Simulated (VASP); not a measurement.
GaN, 2 atoms in the cell. Symmetry: P-6m2, No. 187, hexagonal system. Conventional cell: a = 3.020 Å, b = 3.020 Å, c = 2.719 Å, α = 90.00°, β = 90.00°, γ = 120.00°. Ga (site symmetry -6m2) has 6 N at 2.21 Å and 2 Ga at 2.72 Å within 2.9 Å. N (site symmetry -6m2) has 6 Ga at 2.21 Å and 2 N at 2.72 Å within 2.9 Å. 

- Program: VASP 6.6.1
- Task: single point
- Functional: PBE
- Potentials or basis: VASP PAW PBE potentials, release 64 (Ga_d, N)
- Cutoff: 520 eV
- k mesh: 10 × 10 × 10
- Occupations: fermi-dirac, width 0.05 eV
- Spin: no spin polarisation
- Dipole correction: no
- Further INCAR settings: ALGO = Normal; EDIFF = 1e-06; NBANDS = 16

Potentials or basis: VASP PAW PBE potentials, release 64 (Ga_d, N).

The run is started by

```console
$ cat potpaw_PBE.64/Ga_d/POTCAR potpaw_PBE.64/N/POTCAR > POTCAR
$ mpirun -np 1 vasp_std > vasp.out
```

Hardware: 1 thread of Intel(R) Xeon(R) Platinum 8488C (Sapphire Rapids), with other jobs on the host.

Estimate the wall time of this run.

It took 24 s on 1 thread of Intel(R) Xeon(R) Platinum 8488C (Sapphire Rapids), with other jobs on the host, peak memory 0.18 GiB. Counts: scf iterations 13, k points 186.
